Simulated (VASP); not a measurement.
Runs of VASP 6.6.1 on SnTe. Symmetry: Fm-3m, No. 225, cubic system. Conventional cell: a = 6.302 Å, b = 6.302 Å, c = 6.302 Å, α = 90.00°, β = 90.00°, γ = 90.00°. Within 4.1 Å of Te (site symmetry m-3m) lie 6 Sn at 3.15 Å. Within 4.1 Å of Sn (site symmetry m-3m) lie 6 Te at 3.15 Å. 

```tsv
level	share of exact exchange	screening parameter	gap on the mesh (eV)	pressure (GPa)
r2SCAN-based global hybrid with 10 % exact exchange	0.1	-	0.32	1.5
PBE-based screened hybrid with 5 % exact exchange	0.05	0.2 1/Å	0.08	1.5
PBE-based screened hybrid with 15 % exact exchange	0.15	0.2 1/Å	0.05	(b)
PBE-based screened hybrid with 10 % exact exchange	0.1	0.2 1/Å	(a)	1.3
```

Alike in all rows: task single point; potentials or basis VASP PAW PBE potentials, release 64 (Te, Sn_d); no spin polarisation; cell as given; k mesh 4 × 4 × 4; cutoff (eV) 520; smearing fermi-dirac 0.05 eV.

Question: Fill in the values left out.

Answer: (a) 0.07; (b) 1.0.

Caveats: all runs use coarse meshes; the PAW data sets were made with another functional, which shifts forces and pressure a little; spin-orbit coupling is left out, which moves the levels of the heavy elements.

A k mesh can miss the band edges, and the runs leave out spin-orbit coupling on Sn, Te.
